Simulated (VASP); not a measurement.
Crystal: C.

```
C
1.0
     0.00000    1.78012    1.78012
     1.78012    0.00000    1.78012
     1.78012    1.78012    0.00000
C
2
Direct
  0.00000 0.00000 0.00000
  0.25000 0.25000 0.25000
```

Base run:

| Property | Result |
| --- | --- |
| Program | VASP 6.6.1 |
| Functional | r2SCAN |
| Potentials or basis | VASP PAW PBE potentials, release 64 (C) |
| Cutoff | 520 eV |
| k mesh | 12 × 12 × 12 |
| Occupations | gaussian, width 0.01 eV |
| Spin | no spin polarisation |

Its results: band gap on the k mesh 4.36 eV, indirect (least direct gap 5.85 eV); pressure 1.1 GPa.

Question: The run is repeated on the same cell with these changes: functional from r2SCAN to PBE; k mesh from 12 × 12 × 12 to 6 × 6 × 6. What comes out?

Answer: Band gap on the k mesh 4.16 eV, indirect (least direct gap 5.60 eV); pressure 5.0 GPa.

Several settings changed at once, so the effect can't be laid on one alone.

Caveats: some runs use coarse meshes; the PAW data sets were made with another functional, which shifts forces and pressure a little (some runs).

A k mesh can miss the band edges.
